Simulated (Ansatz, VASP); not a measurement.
**HC20: VASP beside Ansatz**

File INCAR:

```
PREC = Accurate ; ENCUT = 520
EDIFF = 1E-6 ; ISMEAR = 0
SIGMA = 0.1 ; LREAL = Auto
LASPH = True ; NELM = 100
ALGO = Fast ; ISIF = 2
LWAVE = False ; LCHARG = False
LDIPOL = True ; IDIPOL = 3
DIPOL = 0.5 0.5 0.303 ; GGA = PE
IVDW = 12 ; NBANDS = 56
```

KPOINTS

```
Automatic mesh
0
Gamma
  6 4 1
```

File POSCAR:

```
HC20
1.0
    4.9292027291      0.0000000000      0.0000000000
    0.0000000000      6.8054113579      0.0000000000
    0.0000000000      0.0000000000     22.2346643469
C H
20 1
Direct
    0.3122885183      0.2500141188      0.1798992752
    0.8122885183      0.2500141188      0.1798992752
    0.0622635010      0.2500141188      0.2119095571
    0.5622635010      0.2500141188      0.2119095571
    0.1871989222      0.7499858812      0.2279080302
    0.6871989222      0.7499858812      0.2279080302
    0.4371739048      0.7499858812      0.2599183120
    0.9371739048      0.7499858812      0.2599183120
    0.0621093260      0.2500141188      0.2759167852
    0.5621093260      0.2500141188      0.2759167852
    0.3120409925      0.2500133946      0.3071026518
    0.8120409925      0.2500133946      0.3071026518
    0.4371093881      0.7499905632      0.3309339292
    0.9371093881      0.7499905632      0.3309339292
    0.1866551682      0.7499900467      0.3565506911
    0.6866551682      0.7499900467      0.3565506911
    0.3119519864      0.2500147752      0.3740490919
    0.8119519864      0.2500147752      0.3740490919
    0.0621664184      0.2500173699      0.4018349100
    0.5621664184      0.2500173699      0.4018349100
    0.0621664184      0.4166840366      0.5142719570
```

Input for Ansatz:

```yaml
crystal:
  lattice:
    - [4.9292027291, 0.0, 0.0]
    - [0.0, 6.8054113579, 0.0]
    - [0.0, 0.0, 22.2346643469]
  atoms:
    - { symbol: C, position: [0.3122885183, 0.2500141188, 0.1798992752] }
    - { symbol: C, position: [0.8122885183, 0.2500141188, 0.1798992752] }
    - { symbol: C, position: [0.062263501, 0.2500141188, 0.2119095571] }
    - { symbol: C, position: [0.562263501, 0.2500141188, 0.2119095571] }
    - { symbol: C, position: [0.1871989222, 0.7499858812, 0.2279080302] }
    - { symbol: C, position: [0.6871989222, 0.7499858812, 0.2279080302] }
    - { symbol: C, position: [0.4371739048, 0.7499858812, 0.259918312] }
    - { symbol: C, position: [0.9371739048, 0.7499858812, 0.259918312] }
    - { symbol: C, position: [0.062109326, 0.2500141188, 0.2759167852] }
    - { symbol: C, position: [0.562109326, 0.2500141188, 0.2759167852] }
    - { symbol: C, position: [0.3120409925, 0.2500133946, 0.3071026518] }
    - { symbol: C, position: [0.8120409925, 0.2500133946, 0.3071026518] }
    - { symbol: C, position: [0.4371093881, 0.7499905632, 0.3309339292] }
    - { symbol: C, position: [0.9371093881, 0.7499905632, 0.3309339292] }
    - { symbol: C, position: [0.1866551682, 0.7499900467, 0.3565506911] }
    - { symbol: C, position: [0.6866551682, 0.7499900467, 0.3565506911] }
    - { symbol: C, position: [0.3119519864, 0.2500147752, 0.3740490919] }
    - { symbol: C, position: [0.8119519864, 0.2500147752, 0.3740490919] }
    - { symbol: C, position: [0.0621664184, 0.2500173699, 0.40183491] }
    - { symbol: C, position: [0.5621664184, 0.2500173699, 0.40183491] }
    - { symbol: H, position: [0.0621664184, 0.4166840366, 0.514271957] }
basis:
  ecutwfc: 420
kpoints:
  mp_grid: { grid: [6, 4, 1] }
hamiltonian:
  xc: pbe
  pseudopotentials: { kind: paw, azcp: { folder: soft_1 } }
  dispersion: d3bj
scf:
  occupations: { method: gaussian, width: 0.1 }
output:
  forces: true
  eigenvalues: true
efield:
  axis: 3
  dipole_correction: true
  ramp_width: 0.04
```

Alike in both runs: task single point; functional PBE; dispersion D3(BJ); k mesh 6 × 4 × 1; occupations gaussian, width 0.1 eV; no spin polarisation.

|  | VASP | Ansatz |
| --- | --- | --- |
| version | VASP 6.6.1 | Ansatz 0.2.0 |
| potentials or method | VASP PAW PBE potentials, release 64 (C, H), cutoff 520 eV | scalar-relativistic, plane waves, PAW |
| valence electrons in the cell | 81 | 81 |

Ansatz gave:

```
gap on the k mesh at the Fermi level (eV) : none
rms of the force components (eV/Å)        : 1.142
```

Task: Which values does VASP return?

Result: gap on the k mesh at the Fermi level (eV): none; rms of the force components (eV/Å): 1.135.

Atom by atom the forces differ by 0.013 eV/Å (rms over components). A gap of «none» marks a metal or a gap that the smearing closes.
